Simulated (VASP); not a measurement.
# Sr2P (Pnnm) in VASP: single point with PBE

Aim: the single point of Sr2P with PBE.

Everything below comes from runs of VASP 6.6.1. Logs are shortened: lines on timing, memory, paths and dates and some standing lists are left out, and cuts for length are marked.

## 1. The cell of the first run

The typed cell holds 6 atoms: a = 7.241 Å, b = 7.244 Å, c = 4.473 Å, α = 90.00°, β = 90.00°, γ = 90.00°.

## 2. Single point, PBE

INCAR reads:

```
PREC     = Accurate       # precision mode
ENCUT    = 520            # plane-wave cutoff, eV
EDIFF    = 1E-6           # SCF threshold, eV
ISMEAR   = 0              # smearing method
SIGMA    = 0.1            # smearing width, eV
LREAL    = F              # projectors in reciprocal space
LASPH    = T              # aspherical terms in the spheres
NELM     = 100            # most SCF steps
ALGO     = Normal         # electronic algorithm
ISIF     = 2              # what is computed and relaxed
LWAVE    = F              # write WAVECAR
LCHARG   = F              # write CHGCAR
GGA      = PE             # functional
NBANDS   = 34             # bands
```

KPOINTS reads:

```
regular mesh
0
Gamma
  6 6 8
```

POSCAR reads:

```
Sr2P
1.0
    7.2413502350      0.0000000000      0.0000000000
    0.0000000000      7.2444809675      0.0000000000
    0.0000000000      0.0000000000      4.4730267732
Sr P
4 2
Direct
    0.2989021508      0.2991965886      0.0000000000
    0.7010978492      0.7008034114      0.0000000000
    0.7989021508      0.2008034114      0.5000000000
    0.2010978492      0.7991965886      0.5000000000
    0.0000000000      0.0000000000      0.0000000000
    0.5000000000      0.5000000000      0.5000000000
```

Potentials or basis: VASP PAW PBE potentials, release 64 (Sr_sv, P).

The run is started by

```bash
> cat potpaw_PBE.64/Sr_sv/POTCAR potpaw_PBE.64/P/POTCAR > POTCAR
> mpirun -np 1 vasp_std > vasp.out
```

OUTCAR:

```text
PREC = Accurate
   ENCUT = 520
   EDIFF = 1E-6
   ISMEAR = 0
   LREAL = F
   LASPH = T
   NELM = 100
   ISIF = 2
   GGA = PE

 ion  position               nearest neighbor table
   1  0.299  0.299  0.000-   6 3.04   6 3.04   5 3.06   2 4.12   3 4.32   3 4.32   3 4.32   3 4.32
                             4 4.32   4 4.32   4 4.32   4 4.32
   2  0.701  0.701  0.000-   6 3.04   6 3.04   5 3.06   1 4.12   4 4.32   4 4.32   4 4.32   4 4.32
                             3 4.32   3 4.32   3 4.32   3 4.32
   3  0.799  0.201  0.500-   5 3.04   5 3.04   6 3.06   4 4.12   1 4.32   1 4.32   1 4.32   1 4.32
                             2 4.32   2 4.32   2 4.32   2 4.32
   4  0.201  0.799  0.500-   5 3.04   5 3.04   6 3.06   3 4.12   2 4.32   2 4.32   2 4.32   2 4.32
                             1 4.32   1 4.32   1 4.32   1 4.32
   5  0.000  0.000  0.000-   3 3.04   3 3.04   4 3.04   4 3.04   1 3.06   2 3.06
   6  0.500  0.500  0.500-   2 3.04   2 3.04   1 3.04   1 3.04   4 3.06   3 3.06

  LATTYP: Found a simple orthorhombic cell.
 ALAT       =     4.4730267732
 B/A-ratio  =     1.6188926653
 C/A-ratio  =     1.6195925790

  Lattice vectors:

 A1 = (   0.0000000000,   0.0000000000,   4.4730267732)
 A2 = (   7.2413502350,   0.0000000000,   0.0000000000)
 A3 = (   0.0000000000,   7.2444809675,   0.0000000000)

Analysis of symmetry for initial positions (statically):
=====================================================================
 Subroutine PRICEL returns:
 Original cell was already a primitive cell.

 Routine SETGRP: Setting up the symmetry group for a
 simple orthorhombic supercell.

 Subroutine GETGRP returns: Found  8 space group operations
 (whereof  4 operations were pure point group operations)
 out of a pool of  8 trial point group operations.

The static configuration has the point symmetry C_2h.
 The point group associated with its full space group is D_2h.

Analysis of symmetry for dynamics (positions and initial velocities):
=====================================================================
 Subroutine PRICEL returns:
 Original cell was already a primitive cell.

 Routine SETGRP: Setting up the symmetry group for a
 simple orthorhombic supercell.

 Subroutine GETGRP returns: Found  8 space group operations
 (whereof  4 operations were pure point group operations)
 out of a pool of  8 trial point group operations.

The dynamic configuration has the point symmetry C_2h.
 The point group associated with its full space group is D_2h.

 Subroutine INISYM returns: Found  8 space group operations
 (whereof  4 operations are pure point group operations),
 and found     1 'primitive' translations

----------------------------------------------------------------------------------------

                                     Primitive cell

  volume of cell :     234.6542

  direct lattice vectors                    reciprocal lattice vectors
     7.241350235  0.000000000  0.000000000     0.138095793  0.000000000  0.000000000
     0.000000000  7.244480968  0.000000000     0.000000000  0.138036114  0.000000000
     0.000000000  0.000000000  4.473026773     0.000000000  0.000000000  0.223562266

  length of vectors
     7.241350235  7.244480968  4.473026773     0.138095793  0.138036114  0.223562266

  position of ions in fractional coordinates (direct lattice)
     0.298902151  0.299196589  0.000000000
     0.701097849  0.700803411  0.000000000
     0.798902151  0.200803411  0.500000000
     0.201097849  0.799196589  0.500000000
     0.000000000  0.000000000  0.000000000
     0.500000000  0.500000000  0.500000000

  ion indices of the primitive-cell ions
   primitive index   ion index
                 1           1
                 2           2
                 3           3
                 4           4
                 5           5
                 6           6

----------------------------------------------------------------------------------------

 KPOINTS: regular mesh

Automatic generation of k-mesh.
 Grid dimensions read from file:
 generate k-points for:    6    6    8

 Generating k-lattice:

  Cartesian coordinates                     Fractional coordinates (reciprocal lattice)
     0.023015965  0.000000000  0.000000000     0.166666667  0.000000000  0.000000000
     0.000000000  0.023006019  0.000000000     0.000000000  0.166666667  0.000000000
     0.000000000  0.000000000  0.027945283     0.000000000  0.000000000  0.125000000

  Length of vectors
     0.023015965  0.023006019  0.027945283

  Shift w.r.t. Gamma in fractional coordinates (k-lattice)
     0.000000000  0.000000000  0.000000000

 Subroutine IBZKPT returns following result:
 ===========================================

 Found     80 irreducible k-points:

 Following reciprocal coordinates:
            Coordinates               Weight
  0.000000  0.000000  0.000000      1.000000
  0.166667  0.000000  0.000000      2.000000
  0.333333  0.000000  0.000000      2.000000
  0.500000  0.000000  0.000000      1.000000
  0.000000  0.166667  0.000000      2.000000
  0.166667  0.166667  0.000000      4.000000
[... 16 lines left out ...]
  0.333333  0.166667  0.125000      8.000000
  0.500000  0.166667  0.125000      4.000000
 [... further k-points ...]
   k-points           NKPTS =     80   k-points in BZ     NKDIM =     80   number of bands    NBANDS=     34
   number of dos      NEDOS =    301   number of ions     NIONS =      6
   total plane-waves  NPLWV = 104976
   dimension x,y,z NGX =    54 NGY =   54 NGZ =   36
   dimension x,y,z NGXF=   108 NGYF=  108 NGZF=   72
   ions per type =               4   2
   NGX,Y,Z   is equivalent  to a cutoff of  12.40, 12.39, 13.38 a.u.
   NGXF,Y,Z  is equivalent  to a cutoff of  24.79, 24.78, 26.76 a.u.
 SYSTEM =  unknown system
   PREC   = accura    normal or accurate (medium, high low for compatibility)
   ISTART =      0    job   : 0-new  1-cont  2-samecut
   ICHARG =      2    charge: 1-file 2-atom 10-const
   ISPIN  =      1    spin polarized calculation?
   LNONCOLLINEAR =      F non collinear calculations
   LSORBIT =      F    spin-orbit coupling
   LASPH  =      T    aspherical Exc in radial PAW
   ENCUT  =  520.0 eV  38.22 Ry    6.18 a.u.  13.46 13.47  8.32*2*pi/ulx,y,z
   NELM   =    100;   NELMIN=  2; NELMDL= -5     # of ELM steps
   EDIFF  = 0.1E-05   stopping-criterion for ELM
   LREAL  =      F    real-space projection
   EDIFFG = 0.1E-04   stopping-criterion for IOM
   NSW    =      0    number of steps for IOM
   IBRION =     -1    ionic relax: 0-MD 1-quasi-New 2-CG
   NFREE  =      0    steps in history (QN), initial steepest desc. (CG)
   ISIF   =      2    stress and relaxation
   ISYM   =      2    0-nonsym 1-usesym 2-fastsym
   POTIM  = 0.5000    time-step for ionic-motion
   TEBEG  =    0.0;   TEEND  =   0.0 temperature during run
   PSTRESS=    0.0 pullay stress
   NELECT =      50.0000    total number of electrons
   NUPDOWN=      -1.0000    fix difference up-down
   EMIN   =  10.00;   EMAX   =-10.00  energy-range for DOS
   EFERMI =   0.00;   METHOD = LEGACY
   ISMEAR =     0;   SIGMA  =   0.10  broadening in eV -4-tet -1-fermi 0-gaus
   EFERMI_NEDOS =   21; number of points for ismear=-14 and -15
   IALGO  =     38    algorithm
   IMIX   =      4    mixing-type and parameters
     AMIX     =   0.40;   BMIX     =  1.00
     AMIX_MAG =   1.60;   BMIX_MAG =  1.00
  volume/ion in A,a.u.               =      39.11       263.92
  Fermi-wavevector in a.u.,A,eV,Ry     =   0.977812  1.847797 13.008754  0.956116
  Thomas-Fermi vector in A             =   2.108539
   LORBIT       =      0    0 simple, 1 ext, 2 COOP (PROOUT), +10 PAW based schemes
   GGA     = PE    functional components
   LHFCALC =     F    Hartree Fock is set to
   AEXX    =    0.0000 exact exchange contribution
   IVDW    =     0    specifies the selected vdW correction
   LEPSILON=     F    determine dielectric tensor
   LRPA    =     F    only Hartree local field effects (RPA)
 non-spin polarized calculation
 Gauss-broadening in eV      SIGMA  =   0.10
  energy-cutoff  :      520.00
  volume of cell :      234.65
 maximum number of plane-waves:      6353
 NGX is ok and might be reduce to    54
   NGX = 27   NGY = 27   NGZ = 17

 number of electron      49.9999997 magnetization

 Free energy of the ion-electron system (eV)
  ---------------------------------------------------
  ext. energy  EPLUGINS =         0.00000000
  ---------------------------------------------------
  free energy    TOTEN  =       -22.29843734 eV

  energy without entropy =      -22.26439131  energy(sigma->0) =      -22.28141433

 E-fermi :   2.4530     XC(G=0):  -7.8599

 val. band max:        2.4515164065   @ k =   0.3333   0.0000   0.2500
 cond. band min:       2.4572686104   @ k =   0.1667   0.3333   0.1250
 fundamental gap:      0.0057522039
 Fermi energy:         2.4530268937

 k-point     1 :       0.0000    0.0000    0.0000
  band No.  band energies     occupation
      1     -33.5536      2.00000
      2     -33.5403      2.00000
      3     -33.5403      2.00000
      4     -33.5360      2.00000
      5     -15.7335      2.00000
      6     -15.6779      2.00000
[... 26 lines left out ...]
     33       5.0545      0.00000
     34       5.0560      0.00000

 k-point     2 :       0.1667    0.0000    0.0000
  band No.  band energies     occupation
      1     -33.5528      2.00000
      2     -33.5414      2.00000
      3     -33.5399      2.00000
      4     -33.5360      2.00000
      5     -15.7296      2.00000
      6     -15.6825      2.00000
[... 26 lines left out ...]
     33       5.1037      0.00000
     34       5.2289      0.00000
[... 775 lines left out ...]
     33       5.2129      0.00000
     34       5.4938      0.00000

 k-point    24 :       0.5000    0.1667    0.1250
  band No.  band energies     occupation
      1     -33.5462      2.00000
      2     -33.5462      2.00000
      3     -33.5380      2.00000
      4     -33.5380      2.00000
      5     -15.6992      2.00000
      6     -15.6992      2.00000
[... 26 lines left out ...]
     33       5.3772      0.00000
     34       5.3772      0.00000

 [... further k-points ...]

------------------------ aborting loop because EDIFF is reached ----------------------------------------

  FORCE on cell =-STRESS in cart. coord.  units (eV):
  Direction    XX          YY          ZZ          XY          YZ          ZX
  --------------------------------------------------------------------------------------
  -------------------------------------------------------------------------------------
  Total        0.1169642      0.1037986      0.1078160      0.0000000      0.0000000      0.0000000
  in kB        0.7986106      0.7087188      0.7361488      0.0000000      0.0000000      0.0000000
  external PRESSURE =       0.7478261 kB  Pullay stress =       0.0000000 kB

 VOLUME and BASIS-vectors are now :
 -----------------------------------------------------------------------------
  energy-cutoff  :      520.00
  volume of cell :      234.65
      direct lattice vectors                 reciprocal lattice vectors
     7.241350235  0.000000000  0.000000000     0.138095793  0.000000000  0.000000000
     0.000000000  7.244480968  0.000000000     0.000000000  0.138036114  0.000000000
     0.000000000  0.000000000  4.473026773     0.000000000  0.000000000  0.223562266

 POSITION                                       TOTAL-FORCE (eV/Angst)
 -----------------------------------------------------------------------------------
      2.16446      2.16752      0.00000        -0.002684     -0.002711      0.000000
      5.07690      5.07696      0.00000         0.002684      0.002711     -0.000000
      5.78513      1.45472      2.23651        -0.002684      0.002711      0.000000
      1.45622      5.78976      2.23651         0.002684     -0.002711      0.000000
      0.00000      0.00000      0.00000         0.000000      0.000000      0.000000
      3.62068      3.62224      2.23651         0.000000      0.000000      0.000000
 -----------------------------------------------------------------------------------
    total drift:                                0.000000     -0.000000      0.000000

  FREE ENERGIE OF THE ION-ELECTRON SYSTEM (eV)
  ---------------------------------------------------
  free  energy   TOTEN  =       -22.2984373362 eV

  energy  without entropy=      -22.2643913142  energy(sigma->0) =      -22.28141433
```

Wall time 5.2 min (1 thread of Intel Xeon 6975P-C (Granite Rapids), shared host); peak memory 0.66 GiB.

Results:

| Property | Result |
| --- | --- |
| Free energy | -22.2984 eV |
| Pressure | 0.1 GPa |
| Largest force | 0.004 eV/Å |
| Band gap on the k mesh | zero (bands 25 and 26 overlap by 0.76 eV) |

Forces in eV/Å, atoms in the order of the input:
```
Sr  -0.003 -0.003  0.000
Sr   0.003  0.003  0.000
Sr  -0.003  0.003  0.000
Sr   0.003 -0.003  0.000
P    0.000  0.000  0.000
P    0.000  0.000  0.000
```
